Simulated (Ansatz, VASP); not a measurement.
## MgO: VASP beside Ansatz

File INCAR:

```
PREC = Accurate ; ENCUT = 520
EDIFF = 1E-7 ; ISMEAR = 0
SIGMA = 0.05 ; LREAL = False
LASPH = True ; NELM = 100
ALGO = Normal ; ISIF = 2
LWAVE = False ; LCHARG = False
GGA = PS ; NBANDS = 11
```

File KPOINTS:

```
regular mesh
0
Gamma
  10 10 10
```

POSCAR

```
MgO
1.0
    0.0000000000      2.1075959641      2.1075959641
    2.1075959641      0.0000000000      2.1075959641
    2.1075959641      2.1075959641      0.0000000000
Mg O
1 1
Direct
   -0.0315450506      0.0315450506      0.0315450506
    0.5479218986      0.4520781014      0.4520781014
```

Input for Ansatz:

```yaml
crystal:
  lattice:
    - [0.0, 2.1075959641, 2.1075959641]
    - [2.1075959641, 0.0, 2.1075959641]
    - [2.1075959641, 2.1075959641, 0.0]
  atoms:
    - { symbol: Mg, position: [-0.0315450506, 0.0315450506, 0.0315450506] }
    - { symbol: O, position: [0.5479218986, 0.4520781014, 0.4520781014] }
basis:
  ecutwfc: 520.0
kpoints:
  mp_grid: { grid: [10, 10, 10] }
hamiltonian:
  xc: pbesol
  pseudopotentials: { kind: paw, azcp: { folder: soft_1 } }
scf:
  occupations: { method: gaussian, width: 0.05 }
output:
  forces: true
  stress: true
  eigenvalues: true
```

Change from the starting cell: mode 4 frozen in at -0.202 Å and mode 5 at +0.000 Å (largest displacements).

Alike in both runs: task single point; functional PBEsol; k mesh 10 × 10 × 10; occupations gaussian, width 0.05 eV; no spin polarisation.

|  | VASP | Ansatz |
| --- | --- | --- |
| version | VASP 6.6.1 | Ansatz 0.2.0 |
| potentials or method | VASP PAW PBE potentials, release 64 (Mg, O), cutoff 520 eV | scalar-relativistic, plane waves, PAW |
| valence electrons in the cell | 8 | 16 |

|  | VASP | Ansatz | Ansatz less VASP |
| --- | --- | --- | --- |
| gap on the k mesh at the Fermi level (eV) | 4.59 | 4.59 | +0.001 |
| least direct gap on the mesh (eV) | 4.59 | 4.59 | +0.001 |
| pressure (GPa) | 12.3 | 12.4 | +0.12 |
| traceless stress, the component that is largest in VASP (GPa) | 30.47 | 29.63 | -0.848 |
| rms of the force components (eV/Å) | 1.985 | 1.937 | -0.0482 |

VASP's potentials were made for PBE, not for PBEsol, and Ansatz warns of the same on its side. Atom by atom the forces differ by 0.048 eV/Å (rms over components). VASP's potentials hold 8 valence electrons a cell and Ansatz's 16, so a difference there can come from the potentials and not from the codes.
